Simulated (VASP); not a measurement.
Wanted: the native input for a VASP 6.6.1 run.

* Task: single point
* Functional: PBE
* Potentials or basis: VASP PAW PBE potentials, release 64 (Al, P)
* Cutoff: 520 eV
* k mesh: 10 × 10 × 10
* Occupations: gaussian, width 0.1 eV
* Spin: no spin polarisation
* Dipole correction: no
* Further INCAR settings: ALGO = Normal; EDIFF = 1e-06; NBANDS = 23

The structure of AlP5 lies in POSCAR:

```
AlP5
1.0
    0.0000000000      3.5839254068      3.5839254068
    3.5839254068      0.0000000000      3.5839254068
    3.5839254068      3.5839254068      0.0000000000
Al P
1 5
Direct
    0.0000000000      0.0000000000      0.0000000000
    0.7500000000      0.7500000000      0.7500000000
    0.3774979947      0.3774979947      0.8675060159
    0.3774979947      0.8675060159      0.3774979947
    0.3774979947      0.3774979947      0.3774979947
    0.8675060159      0.3774979947      0.3774979947
```

The input as run:

INCAR

```
PREC = Accurate
ENCUT = 520
EDIFF = 1E-6
ISMEAR = 0
SIGMA = 0.1
LREAL = F
LASPH = T
NELM = 100
ALGO = Normal
ISIF = 2
LWAVE = F
LCHARG = F
GGA = PE
NBANDS = 23
```

KPOINTS

```
Automatic mesh
0
Gamma
  10 10 10
```

Potentials or basis: VASP PAW PBE potentials, release 64 (Al, P).

Launch:

```bash
$ cat potpaw_PBE.64/Al/POTCAR potpaw_PBE.64/P/POTCAR > POTCAR
$ mpirun -np 1 vasp_std > vasp.out
```

It gave:

| Property | Result |
| --- | --- |
| Pressure | -0.1 GPa |
| Largest force | 0.016 eV/Å |
| Band gap on the k mesh | zero (band 14 reaches 9.48 eV, above the bottom of band 15 at 6.74 eV) |

Run time: 49 s on 1 thread of Intel(R) Xeon(R) 6975P-C (Granite Rapids), with other jobs on the host, peak memory 0.26 GiB.
